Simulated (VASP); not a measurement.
# Pb (P6_3/mmc) in VASP: further runs

The runs below take Pb through single point, with LDA, PBEsol.

Everything below comes from runs of VASP 6.6.1. Logs are shortened: lines on timing, memory, paths and dates and some standing lists are left out, and cuts for length are marked.

**1. The cell of the first run**

It takes space group P6_3/mmc (No. 194, hexagonal). Conventional cell: a = 3.548 Å, b = 3.548 Å, c = 5.700 Å, α = 90.00°, β = 90.00°, γ = 120.00°. Pb (site symmetry -6m2) has 12 Pb at 3.51 to 3.55 Å within 4.6 Å.

**2. Single point, LDA (volume scaled by 1.06)**

INCAR reads:

```
SYSTEM = Pb
PREC = Accurate
ENCUT = 520
EDIFF = 1E-6
ISMEAR = -1
SIGMA = 0.05
LREAL = .False.
LASPH = .True.
NELM = 100
ALGO = Fast
ISIF = 2
LWAVE = .False.
LCHARG = .False.
NBANDS = 21
```

KPOINTS reads:

```
Automatic mesh
0
Gamma
  9 9 5
  0 0 0
```

POSCAR reads:

```
Pb
1.0
    3.5482526220      0.0000000000      0.0000000000
   -1.7741263110      3.0728769098      0.0000000000
    0.0000000000      0.0000000000      5.6996356773
Pb
2
Direct
    0.6666666667      0.3333333333      0.7500000000
    0.3333333333      0.6666666667      0.2500000000
```

Potentials or basis: VASP PAW LDA potentials, release 64 (Pb_d).

Run with:

```
$ cat potpaw_LDA.64/Pb_d/POTCAR > POTCAR
$ mpirun -np 1 vasp_std > vasp.out
```

OUTCAR:

```text
SYSTEM = Pb
   PREC = Accurate
   ENCUT = 520
   EDIFF = 1E-6
   ISMEAR = -1
   LREAL = .False.
   LASPH = .True.
   NELM = 100
   ISIF = 2

 ion  position               nearest neighbor table
   1  0.667  0.333  0.750-   2 3.51   2 3.51   2 3.51   2 3.51   2 3.51   2 3.51
   2  0.333  0.667  0.250-   1 3.51   1 3.51   1 3.51   1 3.51   1 3.51   1 3.51

  LATTYP: Found a hexagonal cell.
 ALAT       =     3.5482526220
 C/A-ratio  =     1.6063218391

  Lattice vectors:

 A1 = (   3.5482526220,   0.0000000000,   0.0000000000)
 A2 = (  -1.7741263110,   3.0728769098,   0.0000000000)
 A3 = (   0.0000000000,   0.0000000000,   5.6996356773)

Analysis of symmetry for initial positions (statically):
=====================================================================
 Subroutine PRICEL returns:
 Original cell was already a primitive cell.

 Routine SETGRP: Setting up the symmetry group for a
 hexagonal supercell.

 Subroutine GETGRP returns: Found 24 space group operations
 (whereof 12 operations were pure point group operations)
 out of a pool of 24 trial point group operations.

The static configuration has the point symmetry D_3d.
 The point group associated with its full space group is D_6h.

Analysis of symmetry for dynamics (positions and initial velocities):
=====================================================================
 Subroutine PRICEL returns:
 Original cell was already a primitive cell.

 Routine SETGRP: Setting up the symmetry group for a
 hexagonal supercell.

 Subroutine GETGRP returns: Found 24 space group operations
 (whereof 12 operations were pure point group operations)
 out of a pool of 24 trial point group operations.

The dynamic configuration has the point symmetry D_3d.
 The point group associated with its full space group is D_6h.

 Subroutine INISYM returns: Found 24 space group operations
 (whereof 12 operations are pure point group operations),
 and found     1 'primitive' translations

----------------------------------------------------------------------------------------

                                     Primitive cell

  volume of cell :      62.1451

  direct lattice vectors                    reciprocal lattice vectors
     3.548252622  0.000000000  0.000000000     0.281828862  0.162713970  0.000000000
    -1.774126311  3.072876910  0.000000000     0.000000000  0.325427939  0.000000000
     0.000000000  0.000000000  5.699635677     0.000000000  0.000000000  0.175449811

  length of vectors
     3.548252622  3.548252622  5.699635677     0.325427939  0.325427939  0.175449811

  position of ions in fractional coordinates (direct lattice)
     0.666666667  0.333333333  0.750000000
     0.333333333  0.666666667  0.250000000

  ion indices of the primitive-cell ions
   primitive index   ion index
                 1           1
                 2           2

----------------------------------------------------------------------------------------

 KPOINTS: Automatic mesh

Automatic generation of k-mesh.
 Grid dimensions read from file:
 generate k-points for:    9    9    5

 Generating k-lattice:

  Cartesian coordinates                     Fractional coordinates (reciprocal lattice)
     0.031314318  0.018079330  0.000000000     0.111111111  0.000000000  0.000000000
     0.000000000  0.036158660  0.000000000     0.000000000  0.111111111  0.000000000
     0.000000000  0.000000000  0.035089962     0.000000000  0.000000000  0.200000000

  Length of vectors
     0.036158660  0.036158660  0.035089962

  Shift w.r.t. Gamma in fractional coordinates (k-lattice)
     0.000000000  0.000000000  0.000000000

 Subroutine IBZKPT returns following result:
 ===========================================

 Found     36 irreducible k-points:

 Following reciprocal coordinates:
            Coordinates               Weight
  0.000000  0.000000  0.000000      1.000000
  0.111111  0.000000  0.000000      6.000000
  0.222222 -0.000000  0.000000      6.000000
  0.333333  0.000000  0.000000      6.000000
  0.444444 -0.000000  0.000000      6.000000
  0.111111  0.111111  0.000000      6.000000
[... 16 lines left out ...]
  0.333333  0.222222  0.200000     24.000000
  0.333333  0.333333  0.200000      4.000000
 [... further k-points ...]
   k-points           NKPTS =     36   k-points in BZ     NKDIM =     36   number of bands    NBANDS=     21
   number of dos      NEDOS =    301   number of ions     NIONS =      2
   total plane-waves  NPLWV =  32928
   dimension x,y,z NGX =    28 NGY =   28 NGZ =   42
   dimension x,y,z NGXF=    56 NGYF=   56 NGZF=   84
   ions per type =               2
   NGX,Y,Z   is equivalent  to a cutoff of  13.12, 13.12, 12.25 a.u.
   NGXF,Y,Z  is equivalent  to a cutoff of  26.24, 26.24, 24.50 a.u.
 SYSTEM =  Pb
   PREC   = accura    normal or accurate (medium, high low for compatibility)
   ISTART =      0    job   : 0-new  1-cont  2-samecut
   ICHARG =      2    charge: 1-file 2-atom 10-const
   ISPIN  =      1    spin polarized calculation?
   LNONCOLLINEAR =      F non collinear calculations
   LSORBIT =      F    spin-orbit coupling
   LASPH  =      T    aspherical Exc in radial PAW
   ENCUT  =  520.0 eV  38.22 Ry    6.18 a.u.   6.60  6.60 10.60*2*pi/ulx,y,z
   NELM   =    100;   NELMIN=  2; NELMDL= -5     # of ELM steps
   EDIFF  = 0.1E-05   stopping-criterion for ELM
   LREAL  =      F    real-space projection
   EDIFFG = 0.1E-04   stopping-criterion for IOM
   NSW    =      0    number of steps for IOM
   IBRION =     -1    ionic relax: 0-MD 1-quasi-New 2-CG
   NFREE  =      0    steps in history (QN), initial steepest desc. (CG)
   ISIF   =      2    stress and relaxation
   ISYM   =      2    0-nonsym 1-usesym 2-fastsym
   POTIM  = 0.5000    time-step for ionic-motion
   TEBEG  =    0.0;   TEEND  =   0.0 temperature during run
   PSTRESS=    0.0 pullay stress
   NELECT =      28.0000    total number of electrons
   NUPDOWN=      -1.0000    fix difference up-down
   EMIN   =  10.00;   EMAX   =-10.00  energy-range for DOS
   EFERMI =   0.00;   METHOD = LEGACY
   ISMEAR =    -1;   SIGMA  =   0.05  broadening in eV -4-tet -1-fermi 0-gaus
   EFERMI_NEDOS =   21; number of points for ismear=-14 and -15
   IALGO  =     68    algorithm
   IMIX   =      4    mixing-type and parameters
     AMIX     =   0.40;   BMIX     =  1.00
     AMIX_MAG =   1.60;   BMIX_MAG =  1.00
  volume/ion in A,a.u.               =      31.07       209.69
  Fermi-wavevector in a.u.,A,eV,Ry     =   1.255043  2.371687 21.430982  1.575133
  Thomas-Fermi vector in A             =   2.388819
   LORBIT       =      0    0 simple, 1 ext, 2 COOP (PROOUT), +10 PAW based schemes
   GGA     = CA    functional components
   LHFCALC =     F    Hartree Fock is set to
   AEXX    =    0.0000 exact exchange contribution
   IVDW    =     0    specifies the selected vdW correction
   LEPSILON=     F    determine dielectric tensor
   LRPA    =     F    only Hartree local field effects (RPA)
 non-spin polarized calculation
 RMM-DIIS sequential band-by-band and
  energy-cutoff  :      520.00
  volume of cell :       62.15
 maximum number of plane-waves:      1713
 NGX is ok and might be reduce to    28
   NGX = 13   NGY = 13   NGZ = 21

 number of electron      28.0000000 magnetization

 Free energy of the ion-electron system (eV)
  ---------------------------------------------------
  ext. energy  EPLUGINS =         0.00000000
  ---------------------------------------------------
  free energy    TOTEN  =        -8.42215372 eV

  energy without entropy =       -8.40908291  energy(sigma->0) =       -8.41561832

 E-fermi :   6.6753     XC(G=0): -10.3397

 val. band max:        6.6052356221   @ k =   0.3333   0.2222   0.0000
 cond. band min:       6.6758530134   @ k =   0.2222   0.1111   0.4000
 fundamental gap:      0.0706173912
 Fermi energy:         6.6752917624

 k-point     1 :       0.0000    0.0000    0.0000
  band No.  band energies     occupation
      1     -10.2748      2.00000
      2     -10.2409      2.00000
      3     -10.2406      2.00000
      4     -10.2406      2.00000
      5     -10.2201      2.00000
      6     -10.2201      2.00000
[... 13 lines left out ...]
     20      15.7073      0.00000
     21      18.1701      0.00000

 k-point     2 :       0.1111    0.0000    0.0000
  band No.  band energies     occupation
      1     -10.2806      2.00000
      2     -10.2515      2.00000
      3     -10.2177      2.00000
      4     -10.2149      2.00000
      5     -10.2022      2.00000
      6     -10.1951      2.00000
[... 13 lines left out ...]
     20      16.5665      0.00000
     21      17.2985      0.00000

 k-point     3 :       0.2222   -0.0000    0.0000
  band No.  band energies     occupation
      1     -10.3208      2.00000
      2     -10.2396      2.00000
      3     -10.2207      2.00000
      4     -10.2090      2.00000
      5     -10.1960      2.00000
      6     -10.1496      2.00000
[... 13 lines left out ...]
     20      16.1888      0.00000
     21      17.2739      0.00000

 k-point     4 :       0.3333    0.0000    0.0000
  band No.  band energies     occupation
      1     -10.3623      2.00000
      2     -10.2639      2.00000
      3     -10.2509      2.00000
      4     -10.2335      2.00000
      5     -10.1534      2.00000
      6     -10.1038      2.00000
[... 13 lines left out ...]
     20      15.4012      0.00000
     21      16.9022      0.00000

 k-point     5 :       0.4444   -0.0000    0.0000
  band No.  band energies     occupation
      1     -10.3880      2.00000
      2     -10.2945      2.00000
      3     -10.2619      2.00000
      4     -10.2484      2.00000
      5     -10.1258      2.00000
      6     -10.1247      2.00000
[... 13 lines left out ...]
     20      14.9903      0.00000
     21      16.6906      0.00000

 k-point     6 :       0.1111    0.1111    0.0000
  band No.  band energies     occupation
      1     -10.2761      2.00000
      2     -10.2754      2.00000
      3     -10.2098      2.00000
      4     -10.2026      2.00000
      5     -10.1977      2.00000
      6     -10.1840      2.00000
[... 13 lines left out ...]
     20      16.1493      0.00000
     21      16.2686      0.00000

 k-point     7 :       0.2222    0.1111    0.0000
  band No.  band energies     occupation
      1     -10.3164      2.00000
      2     -10.2530      2.00000
      3     -10.2483      2.00000
      4     -10.2210      2.00000
      5     -10.1803      2.00000
      6     -10.1266      2.00000
[... 13 lines left out ...]
     20      14.9112      0.00000
     21      17.8041      0.00000
[... 291 lines left out ...]
      1     -10.3400      2.00000
      2     -10.2954      2.00000
      3     -10.2449      2.00000
      4     -10.2295      2.00000
      5     -10.1720      2.00000
      6     -10.1082      2.00000
[... 13 lines left out ...]
     20      14.6621      0.00000
     21      16.8531      0.00000

 k-point    21 :       0.4444    0.1111    0.2000
  band No.  band energies     occupation
      1     -10.3498      2.00000
      2     -10.3122      2.00000
      3     -10.2432      2.00000
      4     -10.2331      2.00000
      5     -10.1830      2.00000
      6     -10.0860      2.00000
[... 13 lines left out ...]
     20      14.3980      0.00000
     21      17.4392      0.00000

 k-point    22 :       0.2222    0.2222    0.2000
  band No.  band energies     occupation
      1     -10.2946      2.00000
      2     -10.2656      2.00000
      3     -10.2439      2.00000
      4     -10.2432      2.00000
      5     -10.1633      2.00000
      6     -10.1211      2.00000
[... 13 lines left out ...]
     20      16.6151      0.00000
     21      17.2526      0.00000

 k-point    23 :       0.3333    0.2222    0.2000
  band No.  band energies     occupation
      1     -10.3060      2.00000
      2     -10.2783      2.00000
      3     -10.2443      2.00000
      4     -10.2018      2.00000
      5     -10.1735      2.00000
      6     -10.1083      2.00000
[... 13 lines left out ...]
     20      17.1773      0.00000
     21      17.7346      0.00000

 k-point    24 :       0.3333    0.3333    0.2000
  band No.  band energies     occupation
      1     -10.3077      2.00000
      2     -10.2446      2.00000
      3     -10.2446      2.00000
      4     -10.1530      2.00000
      5     -10.1515      2.00000
      6     -10.1515      2.00000
[... 13 lines left out ...]
     20      18.9335      0.00000
     21      18.9375      0.00000

 [... further k-points ...]
[... 5 lines left out ...]
  --------------------------------------------------------------------------------------
  -------------------------------------------------------------------------------------
  Total       -1.4354520     -1.4354520     -0.5121821      0.0000000      0.0000000      0.0000000
  in kB      -37.0077314    -37.0077314    -13.2046900      0.0000000      0.0000000      0.0000000
  external PRESSURE =     -29.0733842 kB  Pullay stress =       0.0000000 kB

 VOLUME and BASIS-vectors are now :
 -----------------------------------------------------------------------------
  energy-cutoff  :      520.00
  volume of cell :       62.15
      direct lattice vectors                 reciprocal lattice vectors
     3.548252622  0.000000000  0.000000000     0.281828862  0.162713970  0.000000000
    -1.774126311  3.072876910  0.000000000     0.000000000  0.325427939  0.000000000
     0.000000000  0.000000000  5.699635677     0.000000000  0.000000000  0.175449811

 POSITION                                       TOTAL-FORCE (eV/Angst)
 -----------------------------------------------------------------------------------
      1.77413      1.02429      4.27473         0.000000     -0.000000      0.000000
     -0.00000      2.04858      1.42491        -0.000000      0.000000      0.000000
 -----------------------------------------------------------------------------------
    total drift:                               -0.000000      0.000000      0.000000

  FREE ENERGIE OF THE ION-ELECTRON SYSTEM (eV)
  ---------------------------------------------------
  free  energy   TOTEN  =        -8.4221537210 eV

  energy  without entropy=       -8.4090829123  energy(sigma->0) =       -8.41561832
```

Run time: 31 s. Hardware: 1 thread of Intel Xeon Platinum 8488C (Sapphire Rapids), shared host; peak memory 0.17 GiB.

Results:

```yaml
Free_energy: -8.4222 eV
Pressure: -2.9 GPa
Band_gap_on_the_k_mesh: zero (band 14 reaches 12.07 eV, above the bottom of band 15 at 4.86 eV)
```

Levels at points of the mesh, in eV from the Fermi level:
```
           k point  band 12  band 13  band 14  band 15  band 16  band 17
(0.00, 0.00, 0.00)    -7.94    -3.97     5.25     5.25     7.02     7.02
```

Caveat: the cell differs from its parent crystal (volume scaled by 1.06); spin-orbit coupling is left out, which moves the levels of the heavy elements.

**3. Single point, PBEsol**

This run uses another cell than the first one, of 22.10 Å³/atom, 0.711 times its volume.

INCAR reads:

```
PREC     = Accurate       # precision mode
ENCUT    = 520            # plane-wave cutoff, eV
EDIFF    = 1E-6           # SCF threshold, eV
ISMEAR   = -1             # smearing method
SIGMA    = 0.05           # smearing width, eV
LREAL    = F              # projectors in reciprocal space
LASPH    = T              # aspherical terms in the spheres
NELM     = 100            # most SCF steps
ALGO     = Normal         # electronic algorithm
ISIF     = 2              # what is computed and relaxed
LWAVE    = F              # write WAVECAR
LCHARG   = F              # write CHGCAR
GGA      = PS             # functional
NBANDS   = 21             # bands
```

KPOINTS reads:

```
regular mesh
0
Gamma
  9 9 5
```

POSCAR reads:

```
Pb
1.0
    3.1241343957      0.0000000000      0.0000000000
   -1.5620671979      2.7055797515      0.0000000000
    0.0000000000      0.0000000000      5.2281299920
Pb
2
Direct
    0.6666666667      0.3333333333      0.7500000000
    0.3333333333      0.6666666667      0.2500000000
```

Potentials or basis: VASP PAW PBE potentials, release 64 (Pb_d).

Run with:

```
$ cat potpaw_PBE.64/Pb_d/POTCAR > POTCAR
$ mpirun -np 1 vasp_std > vasp.out
```

Wall time 14 s (1 thread of AMD EPYC 9R45 (Zen 5), shared host); peak memory 0.14 GiB.

The run converged. Its results:

```
Free energy            : -6.8878 eV
Pressure               : 29.9 GPa
Band gap on the k mesh : zero (band 14 reaches 19.16 eV, above the bottom of band 15 at 8.43 eV)
```

Levels at points of the mesh, in eV from the Fermi level:
| k point | band 11 | band 12 | band 13 | band 14 | band 15 | band 16 | band 17 | band 18 |
| --- | --- | --- | --- | --- | --- | --- | --- | --- |
| (0.00, 0.00, 0.00) | -14.25 | -8.61 | -5.97 | 8.05 | 8.05 | 9.37 | 9.66 | 10.50 |

Caveat: the PAW data sets were made with another functional, which shifts forces and pressure a little; spin-orbit coupling is left out, which moves the levels of the heavy elements.

(Continued in part 2 of 2.)
